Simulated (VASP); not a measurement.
Crystal: MnS.

```
Mn S
1.0
     0.00000    2.60450    2.60450
     2.60450    0.00000    2.60450
     2.60450    2.60450    0.00000
Mn S
1 1
Direct
  0.00000 0.00000 0.00000
  0.50000 0.50000 0.50000
```

Base run:

* Program: VASP 6.6.1
* Functional: PBEsol
* Potentials or basis: VASP PAW PBE potentials, release 64 (Mn_sv, S)
* Cutoff: 600 eV
* k mesh: 7 × 7 × 7
* Occupations: fermi-dirac, width 0.05 eV
* Spin: collinear spin, ferromagnetic start
* Starting moments: [1.0, 0.0] μB
* Fixed moment: 1 μB

Its results: pressure -24.5 GPa; site moments Mn +1.00; S -0.02 μB.

The run is repeated on the same cell with these changes: fixed moment from 1 μB to 3 μB; moments at the start from [1.0, 0.0] to [3.0, 0.0]. What comes out?

Pressure -21.7 GPa; site moments Mn +2.86; S -0.09 μB.

Caveats: the cell stands under tension; the PAW data sets were made with another functional, which shifts forces and pressure a little; the total moment is fixed, so each spin has its own Fermi level; a cell with one magnetic atom can't hold antiferromagnetic order, which such compounds often take.
